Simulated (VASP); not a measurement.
A run of VASP 6.6.1:

Contents of INCAR:

```
PREC = Accurate
ENCUT = 600
EDIFF = 1E-7
ISMEAR = -1
SIGMA = 0.15
LREAL = F
LASPH = T
NELM = 60
ALGO = Normal
ISIF = 3
LWAVE = F
LCHARG = F
IBRION = 2
NSW = 80
EDIFFG = -0.001
```

The input KPOINTS:

```
Automatic mesh
0
Gamma
  16 16 16
```

File POSCAR:

```
TiC
1.0
    0.0000000000      2.1304112532      2.1304112532
    2.1304112532      0.0000000000      2.1304112532
    2.1304112532      2.1304112532      0.0000000000
Ti C
1 1
Direct
    0.0000000000      0.0000000000      0.0000000000
    0.5000000000      0.5000000000      0.5000000000
```

Potentials or basis: VASP PAW LDA potentials, release 64 (Ti_sv, C).

The run is started by

```bash
$ cat potpaw_LDA.64/Ti_sv/POTCAR potpaw_LDA.64/C/POTCAR > POTCAR
$ mpirun -np 1 vasp_std > vasp.out
```

Hardware: 1 thread of Intel(R) Xeon(R) 6975P-C (Granite Rapids), on a shared host.

How long does it take, and how much memory?

Wall time 27 s on 1 thread of Intel(R) Xeon(R) 6975P-C (Granite Rapids), with other jobs on the host, peak memory 0.16 GiB. Counts: scf iterations 35, k points 145, ion steps 3.
